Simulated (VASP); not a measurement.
Input of a VASP 6.6.1 run:

Contents of POSCAR:

```
KBr
1.0
    0.0000000000      3.2925000000      3.0291000000
    3.2925000000      0.0000000000      3.0291000000
    3.2925000000      3.2925000000      0.0000000000
K Br
1 1
Direct
    0.0000000000      0.0000000000      0.0000000000
    0.5000000000      0.5000000000      0.5000000000
```

Contents of INCAR.step1:

```
SYSTEM = KBr
PREC = Accurate
ENCUT = 520
ISMEAR = 0
SIGMA = 0.05
LREAL = .False.
LASPH = .True.
NELM = 100
NBANDS = 15
GGA = PE
ALGO = Normal
EDIFF = 1E-4
LWAVE = .True.
LCHARG = .False.
```

The input INCAR.step2:

```
SYSTEM = KBr
PREC = Accurate
ENCUT = 520
EDIFF = 1E-7
ISMEAR = 0
SIGMA = 0.05
LREAL = .False.
LASPH = .True.
NELM = 100
ALGO = Normal
ISIF = 2
LWAVE = .False.
LCHARG = .False.
METAGGA = R2SCAN
LMIXTAU = .True.
NBANDS = 15
ISTART = 1
```

File KPOINTS:

```
Automatic mesh
0
Gamma
  6 6 6
  0 0 0
```

Potentials or basis: VASP PAW PBE potentials, release 64 (K_sv, Br).

Launch:

```console
$ cat potpaw_PBE.64/K_sv/POTCAR potpaw_PBE.64/Br/POTCAR > POTCAR
$ cp INCAR.step1 INCAR
$ mpirun -np 1 vasp_std > vasp.out
$ cp INCAR.step2 INCAR
$ mpirun -np 1 vasp_std > vasp.out
```

Question: Predict the pressure.

Answer: 2.4 GPa.

Question: What does it give for the band gap on the k mesh?

Answer: 5.24 eV, direct.

Stress tensor (GPa, compression positive):
```
0.61 0.00 0.00
0.00 0.61 0.00
0.00 0.00 6.01
```

Caveat: the cell differs from its parent crystal (strain +0.000 along x and y, -0.080 along z); the PAW data sets were made with another functional, which shifts forces and pressure a little.
